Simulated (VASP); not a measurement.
# GaAs (I-4m2) in VASP: notebook

GaAs is run at these levels: PBE; tasks: single point.

Program: VASP 6.6.1. These are calculated values, not measurements. Logs are shortened: lines on timing, memory, paths and dates and some standing lists are left out, and cuts for length are marked.

### 1 The cell of the first run

Symmetry: I-4m2, No. 119, tetragonal system. The conventional cell has a = 3.946 Å, b = 3.946 Å, c = 5.803 Å, α = 90.00°, β = 90.00°, γ = 90.00°. Within 3.2 Å of Ga (site symmetry -4m2) lie 4 As at 2.45 Å. Within 3.2 Å of As (site symmetry -4m2) lie 4 Ga at 2.45 Å.

### 2 Single point, PBE

File INCAR:

```
SYSTEM = GaAs
PREC = Accurate ; ENCUT = 500
EDIFF = 1E-6 ; ISMEAR = -1
SIGMA = 0.05 ; LREAL = .FALSE.
LASPH = .TRUE. ; NELM = 120
ALGO = Normal ; ISIF = 2
LWAVE = .FALSE. ; LCHARG = .TRUE.
GGA = PE ; LELF = .TRUE.
LVHAR = .TRUE. ; NBANDS = 16
GGA_COMPAT = .FALSE.
```

File KPOINTS:

```
Automatic mesh
0
G
  6 6 6
  0 0 0
```

File POSCAR:

```
GaAs
1.0
    0.0000000000      2.7901335065      2.9017388467
    2.7901335065      0.0000000000      2.9017388467
    2.7901335065      2.7901335065      0.0000000000
Ga As
1 1
Direct
    0.0000000000      0.0000000000      0.0000000000
    0.2500000000      0.2500000000      0.2500000000
```

Potentials or basis: VASP PAW PBE potentials, release 64 (Ga_d, As).

Command:

```sh
$ cat potpaw_PBE.64/Ga_d/POTCAR potpaw_PBE.64/As/POTCAR > POTCAR
$ mpirun -np 1 vasp_std > vasp.out
```

OUTCAR:

```text
SYSTEM = GaAs
   PREC = Accurate
   ENCUT = 500
   EDIFF = 1E-6
   ISMEAR = -1
   LREAL = .FALSE.
   LASPH = .TRUE.
   NELM = 120
   ISIF = 2
   GGA = PE

 ion  position               nearest neighbor table
   1  0.000  0.000  0.000-   2 2.45   2 2.45   2 2.45   2 2.45
   2  0.250  0.250  0.250-   1 2.45   1 2.45   1 2.45   1 2.45

  LATTYP: Found a body centered tetragonal cell.
 ALAT       =     3.9458446457
 C/A-ratio  =     1.4707821048

  Lattice vectors:

 A1 = (  -2.7901335065,   0.0000000000,   2.9017388467)
 A2 = (   2.7901335065,   0.0000000000,   2.9017388467)
 A3 = (   0.0000000000,   2.7901335065,  -2.9017388467)

Analysis of symmetry for initial positions (statically):
=====================================================================
 Subroutine PRICEL returns:
 Original cell was already a primitive cell.

 Routine SETGRP: Setting up the symmetry group for a
 body centered tetragonal supercell.

 Subroutine GETGRP returns: Found  8 space group operations
 (whereof  8 operations were pure point group operations)
 out of a pool of 16 trial point group operations.

The static configuration has the point symmetry D_2d.

Analysis of symmetry for dynamics (positions and initial velocities):
=====================================================================
 Subroutine PRICEL returns:
 Original cell was already a primitive cell.

 Routine SETGRP: Setting up the symmetry group for a
 body centered tetragonal supercell.

 Subroutine GETGRP returns: Found  8 space group operations
 (whereof  8 operations were pure point group operations)
 out of a pool of 16 trial point group operations.

The dynamic configuration has the point symmetry D_2d.

 Subroutine INISYM returns: Found  8 space group operations
 (whereof  8 operations are pure point group operations),
 and found     1 'primitive' translations

----------------------------------------------------------------------------------------

                                     Primitive cell

  volume of cell :      45.1792

  direct lattice vectors                    reciprocal lattice vectors
     0.000000000  2.790133507  2.901738847    -0.179202894  0.179202894  0.172310475
     2.790133507  0.000000000  2.901738847     0.179202894 -0.179202894  0.172310475
     2.790133507  2.790133507  0.000000000     0.179202894  0.179202894 -0.172310475

  length of vectors
     4.025535159  4.025535159  3.945844646     0.306460853  0.306460853  0.306460853

  position of ions in fractional coordinates (direct lattice)
     0.000000000  0.000000000  0.000000000
     0.250000000  0.250000000  0.250000000

  ion indices of the primitive-cell ions
   primitive index   ion index
                 1           1
                 2           2

----------------------------------------------------------------------------------------

 KPOINTS: Automatic mesh

Automatic generation of k-mesh.
 Grid dimensions read from file:
 generate k-points for:    6    6    6

 Generating k-lattice:

  Cartesian coordinates                     Fractional coordinates (reciprocal lattice)
    -0.029867149  0.029867149  0.028718413     0.166666667  0.000000000  0.000000000
     0.029867149 -0.029867149  0.028718413     0.000000000  0.166666667  0.000000000
     0.029867149  0.029867149 -0.028718413    -0.000000000 -0.000000000  0.166666667

  Length of vectors
     0.051076809  0.051076809  0.051076809

  Shift w.r.t. Gamma in fractional coordinates (k-lattice)
     0.000000000  0.000000000  0.000000000

 Subroutine IBZKPT returns following result:
 ===========================================

 Found     30 irreducible k-points:

 Following reciprocal coordinates:
            Coordinates               Weight
  0.000000  0.000000  0.000000      1.000000
  0.166667  0.000000  0.000000      8.000000
  0.333333  0.000000  0.000000      8.000000
  0.500000  0.000000  0.000000      4.000000
  0.166667  0.166667  0.000000      2.000000
  0.333333  0.166667  0.000000      8.000000
[... 16 lines left out ...]
  0.333333  0.000000  0.333333      4.000000
  0.500000 -0.000000  0.333333     16.000000
 [... further k-points ...]
   k-points           NKPTS =     30   k-points in BZ     NKDIM =     30   number of bands    NBANDS=     16
   number of dos      NEDOS =    301   number of ions     NIONS =      2
   total plane-waves  NPLWV =  27000
   dimension x,y,z NGX =    30 NGY =   30 NGZ =   30
   dimension x,y,z NGXF=    60 NGYF=   60 NGZF=   60
   ions per type =               1   1
   NGX,Y,Z   is equivalent  to a cutoff of  12.39, 12.39, 12.64 a.u.
   NGXF,Y,Z  is equivalent  to a cutoff of  24.78, 24.78, 25.28 a.u.
 SYSTEM =  GaAs
   PREC   = accura    normal or accurate (medium, high low for compatibility)
   ISTART =      0    job   : 0-new  1-cont  2-samecut
   ICHARG =      2    charge: 1-file 2-atom 10-const
   ISPIN  =      1    spin polarized calculation?
   LNONCOLLINEAR =      F non collinear calculations
   LSORBIT =      F    spin-orbit coupling
   LASPH  =      T    aspherical Exc in radial PAW
   ENCUT  =  500.0 eV  36.75 Ry    6.06 a.u.   7.34  7.34  7.19*2*pi/ulx,y,z
   NELM   =    120;   NELMIN=  2; NELMDL= -5     # of ELM steps
   EDIFF  = 0.1E-05   stopping-criterion for ELM
   LREAL  =      F    real-space projection
   EDIFFG = 0.1E-04   stopping-criterion for IOM
   NSW    =      0    number of steps for IOM
   IBRION =     -1    ionic relax: 0-MD 1-quasi-New 2-CG
   NFREE  =      0    steps in history (QN), initial steepest desc. (CG)
   ISIF   =      2    stress and relaxation
   ISYM   =      2    0-nonsym 1-usesym 2-fastsym
   POTIM  = 0.5000    time-step for ionic-motion
   TEBEG  =    0.0;   TEEND  =   0.0 temperature during run
   PSTRESS=    0.0 pullay stress
   NELECT =      18.0000    total number of electrons
   NUPDOWN=      -1.0000    fix difference up-down
   EMIN   =  10.00;   EMAX   =-10.00  energy-range for DOS
   EFERMI =   0.00;   METHOD = LEGACY
   ISMEAR =    -1;   SIGMA  =   0.05  broadening in eV -4-tet -1-fermi 0-gaus
   EFERMI_NEDOS =   21; number of points for ismear=-14 and -15
   IALGO  =     38    algorithm
   IMIX   =      4    mixing-type and parameters
     AMIX     =   0.40;   BMIX     =  1.00
     AMIX_MAG =   1.60;   BMIX_MAG =  1.00
  volume/ion in A,a.u.               =      22.59       152.44
  Fermi-wavevector in a.u.,A,eV,Ry     =   1.204628  2.276417 19.743799  1.451128
  Thomas-Fermi vector in A             =   2.340347
   LORBIT       =      0    0 simple, 1 ext, 2 COOP (PROOUT), +10 PAW based schemes
   GGA     = PE    functional components
   LHFCALC =     F    Hartree Fock is set to
   AEXX    =    0.0000 exact exchange contribution
   IVDW    =     0    specifies the selected vdW correction
   LEPSILON=     F    determine dielectric tensor
   LRPA    =     F    only Hartree local field effects (RPA)
 non-spin polarized calculation
  energy-cutoff  :      500.00
  volume of cell :       45.18
 maximum number of plane-waves:      1160
 NGX is ok and might be reduce to    30
   NGX = 15   NGY = 15   NGZ = 15

 number of electron      18.0000000 magnetization

 Free energy of the ion-electron system (eV)
  ---------------------------------------------------
  ext. energy  EPLUGINS =         0.00000000
  ---------------------------------------------------
  free energy    TOTEN  =        -8.21786784 eV

  energy without entropy =       -8.21777090  energy(sigma->0) =       -8.21781937

 E-fermi :   4.2509     XC(G=0):  -9.5853

 val. band max:        4.0201950093   @ k =   0.0000   0.0000   0.0000
 cond. band min:       4.4460372861   @ k =   0.0000   0.0000   0.0000
 fundamental gap:      0.4258422767
 Fermi energy:         4.2508820480

 k-point     1 :       0.0000    0.0000    0.0000
  band No.  band energies     occupation
      1     -10.8860      2.00000
      2     -10.8758      2.00000
      3     -10.8758      2.00000
      4     -10.8038      2.00000
      5     -10.7980      2.00000
      6      -8.7822      2.00000
[... 8 lines left out ...]
     15      13.6400      0.00000
     16      14.4443      0.00000

 k-point     2 :       0.1667    0.0000    0.0000
  band No.  band energies     occupation
      1     -10.9020      2.00000
      2     -10.8761      2.00000
      3     -10.8700      2.00000
      4     -10.8044      2.00000
      5     -10.7976      2.00000
      6      -8.4618      2.00000
[... 8 lines left out ...]
     15      12.9864      0.00000
     16      13.2048      0.00000

 k-point     3 :       0.3333    0.0000    0.0000
  band No.  band energies     occupation
      1     -10.9404      2.00000
      2     -10.8667      2.00000
      3     -10.8604      2.00000
      4     -10.8036      2.00000
      5     -10.7946      2.00000
      6      -7.6340      2.00000
[... 8 lines left out ...]
     15      13.5846      0.00000
     16      13.7007      0.00000

 k-point     4 :       0.5000    0.0000    0.0000
  band No.  band energies     occupation
      1     -10.9579      2.00000
      2     -10.8630      2.00000
      3     -10.8570      2.00000
      4     -10.8018      2.00000
      5     -10.7917      2.00000
      6      -7.0160      2.00000
[... 8 lines left out ...]
     15      15.6376      0.00000
     16      15.8956      0.00000
[... 324 lines left out ...]
 k-point    22 :      -0.3333    0.5000    0.1667
  band No.  band energies     occupation
      1     -10.9799      2.00000
      2     -10.8429      2.00000
      3     -10.8331      2.00000
      4     -10.8101      2.00000
      5     -10.7984      2.00000
      6      -6.2925      2.00000
[... 8 lines left out ...]
     15      16.0132      0.00000
     16      17.2141      0.00000

 k-point    23 :       0.3333    0.0000    0.3333
  band No.  band energies     occupation
      1     -10.9663      2.00000
      2     -10.8458      2.00000
      3     -10.8425      2.00000
      4     -10.8224      2.00000
      5     -10.7884      2.00000
      6      -7.1904      2.00000
[... 8 lines left out ...]
     15      15.6486      0.00000
     16      17.1853      0.00000

 k-point    24 :       0.5000   -0.0000    0.3333
  band No.  band energies     occupation
      1     -10.9786      2.00000
      2     -10.8417      2.00000
      3     -10.8378      2.00000
      4     -10.8219      2.00000
      5     -10.7881      2.00000
      6      -6.4957      2.00000
[... 8 lines left out ...]
     15      16.1348      0.00000
     16      16.9138      0.00000

 [... further k-points ...]

------------------------ aborting loop because EDIFF is reached ----------------------------------------

  FORCE on cell =-STRESS in cart. coord.  units (eV):
  Direction    XX          YY          ZZ          XY          YZ          ZX
  --------------------------------------------------------------------------------------
  -------------------------------------------------------------------------------------
  Total        1.1977354      1.1977354      0.4865797      0.0000000     -0.0000000      0.0000000
  in kB       42.4749802     42.4749802     17.2554504      0.0000000     -0.0000000      0.0000000
  external PRESSURE =      34.0684703 kB  Pullay stress =       0.0000000 kB

 VOLUME and BASIS-vectors are now :
 -----------------------------------------------------------------------------
  energy-cutoff  :      500.00
  volume of cell :       45.18
      direct lattice vectors                 reciprocal lattice vectors
     0.000000000  2.790133507  2.901738847    -0.179202894  0.179202894  0.172310475
     2.790133507  0.000000000  2.901738847     0.179202894 -0.179202894  0.172310475
     2.790133507  2.790133507  0.000000000     0.179202894  0.179202894 -0.172310475

 POSITION                                       TOTAL-FORCE (eV/Angst)
 -----------------------------------------------------------------------------------
      0.00000      0.00000      0.00000        -0.000000     -0.000000      0.000000
      1.39507      1.39507      1.45087         0.000000      0.000000     -0.000000
 -----------------------------------------------------------------------------------
    total drift:                                0.000000      0.000000     -0.000001

  FREE ENERGIE OF THE ION-ELECTRON SYSTEM (eV)
  ---------------------------------------------------
  free  energy   TOTEN  =        -8.2178678402 eV

  energy  without entropy=       -8.2177709039  energy(sigma->0) =       -8.21781937
```

Run time: 40 s. Hardware: 1 thread of Intel Xeon 8259CL, shared host; peak memory 0.17 GiB.

What came out:

| Quantity | Value |
| --- | --- |
| Free energy | -8.2179 eV |
| Pressure | 3.4 GPa |
| Band gap on the k mesh | 0.43 eV |

Levels at points of the mesh, in eV from the valence-band top:
| k point | band 6 | band 7 | band 8 | band 9 | band 10 | band 11 | band 12 | band 13 |
| --- | --- | --- | --- | --- | --- | --- | --- | --- |
| (0.00, 0.00, 0.00) | -12.80 | -0.24 | 0.00 | 0.00 | 0.43 | 3.62 | 3.62 | 3.72 |
| (0.50, 0.00, 0.00) | -11.04 | -6.72 | -1.38 | -1.06 | 0.89 | 4.45 | 4.69 | 7.69 |
| (0.50, 0.50, 0.00) | -10.39 | -7.06 | -2.58 | -2.58 | 1.55 | 1.82 | 10.07 | 10.07 |
| (0.50, 0.00, 0.50) | -10.25 | -6.82 | -2.85 | -2.83 | 1.30 | 1.45 | 9.89 | 10.12 |

Caveat: the cell stands under pressure.

(Part 1 of 2 ends here.)
